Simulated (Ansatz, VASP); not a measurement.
## CuAu in VASP and in Ansatz

Contents of INCAR:

```
PREC = Accurate
ENCUT = 520
EDIFF = 1E-8
ISMEAR = -1
SIGMA = 0.05
LREAL = F
LASPH = T
NELM = 100
ALGO = Normal
ISIF = 2
LWAVE = F
LCHARG = F
GGA = PS
LEFG = T
NBANDS = 18
```

The input KPOINTS:

```
regular mesh
0
Gamma
  13 13 10
```

POSCAR

```
CuAu
1.0
    2.7621575232      0.0000000000      0.0000000000
    0.0000000000      2.7621575232      0.0000000000
    0.0000000000      0.0000000000      3.6203993251
Cu Au
1 1
Direct
    0.5000000000      0.5000000000      0.5000000000
    0.0000000000      0.0000000000      0.0000000000
```

Input for Ansatz:

```yaml
crystal:
  lattice:
    - [2.7621575232, 0.0, 0.0]
    - [0.0, 2.7621575232, 0.0]
    - [0.0, 0.0, 3.6203993251]
  atoms:
    - { symbol: Cu, position: [0.5, 0.5, 0.5] }
    - { symbol: Au, position: [0.0, 0.0, 0.0] }
kpoints:
  mp_grid: { grid: [13, 13, 10] }
scf:
  occupations: { method: fermi_dirac, width: 0.05 }
hamiltonian:
  xc: pbesol
  pseudopotentials: { kind: paw }
output:
  forces: true
  stress: true
  eigenvalues: true
  efg: { contact_densities: true }
```

Change from the starting cell: volume scaled by 0.96, PAW files.

Alike in both runs: task electric field gradients; functional PBEsol; k mesh 13 × 13 × 10; occupations fermi-dirac, width 0.05 eV; no spin polarisation.

|  | VASP | Ansatz |
| --- | --- | --- |
| version | VASP 6.6.1 | Ansatz 0.2.0 |
| potentials or method | VASP PAW PBE potentials, release 64 (Cu, Au) | PAW with Ansatz's default frozen-core files, scalar-relativistic |
| plane-wave cutoff (eV) | 520 | 420 |
| valence electrons in the cell | 22 | 38 |

```tsv
	VASP	Ansatz	Ansatz less VASP
pressure (GPa)	5.4	5.3	-0.04
traceless stress, the component that is largest in VASP (GPa)	0.05	-0.06	-0.104
size of Vzz on the site where it differs most (V/Å²)	90.0	59.1	-30.95
```

VASP's potentials were made for PBE, not for PBEsol. VASP's potentials hold 22 valence electrons a cell and Ansatz's 38, so a difference there can come from the potentials and not from the codes.

Neither program's run includes spin-orbit coupling.
